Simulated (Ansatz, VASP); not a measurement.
## Nb in VASP and in Ansatz

INCAR

```
SYSTEM = Nb
PREC = Accurate
ENCUT = 600
EDIFF = 1E-7
ISMEAR = -1
SIGMA = 0.05
LREAL = .False.
LASPH = .True.
NELM = 60
ALGO = Fast
ISIF = 3
LWAVE = .False.
LCHARG = .False.
GGA = PE
IVDW = 12
IBRION = 2
NSW = 60
EDIFFG = -0.01
```

The input KPOINTS:

```
Automatic mesh
0
Gamma
  11 11 11
  0 0 0
```

File POSCAR:

```
Nb
1.0
    0.0000000000      2.1150000000      2.1150000000
    2.1150000000      0.0000000000      2.1150000000
    2.1150000000      2.1150000000      0.0000000000
Nb
1
Direct
    0.0000000000      0.0000000000      0.0000000000
```

Contents of input.yaml:

```yaml
crystal:
  lattice:
    - [0.0, 2.115, 2.115]
    - [2.115, 0.0, 2.115]
    - [2.115, 2.115, 0.0]
  atoms:
    - { symbol: Nb, position: [0.0, 0.0, 0.0] }
hamiltonian:
  xc: pbe
  pseudopotentials: { kind: paw }
  dispersion: d3bj
kpoints:
  mp_grid: { grid: [11, 11, 11] }
scf:
  occupations: { method: fermi_dirac, width: 0.05 }
output:
  forces: true
  stress: true
  eigenvalues: true
relax:
  f_tol: 0.01
  max_steps: 40
  cell: { stress_tol: 0.05 }
```

Alike in both runs: task relaxation of cell and atoms; functional PBE; dispersion D3(BJ); k mesh 11 × 11 × 11; occupations fermi-dirac, width 0.05 eV; no spin polarisation.

```csv
,VASP,Ansatz
version,VASP 6.6.1,Ansatz 0.2.0
potentials or method,"VASP PAW PBE potentials, release 64 (Nb_sv)",Ansatz PAW
plane-wave cutoff (eV),600,420
valence electrons in the cell,13,13
```

Ansatz gave:

| Item | Value |
| --- | --- |
| gap on the k mesh at the Fermi level, each at its own relaxed structure (eV) | none |
| relaxed volume (Å³/atom) | 18.00 |
| relaxed cell length with the largest relative difference (Å) | 2.942 |

Task: Which values does VASP return?

Result: gap on the k mesh at the Fermi level, each at its own relaxed structure (eV): none; relaxed volume (Å³/atom): 17.96; relaxed cell length with the largest relative difference (Å): 2.939.

A gap of «none» marks a metal or a gap that the smearing closes.

Noted on Ansatz's run: the plane-wave basis is chosen anew once the cell has moved, so the energies of steps on either side of that aren't comparable.
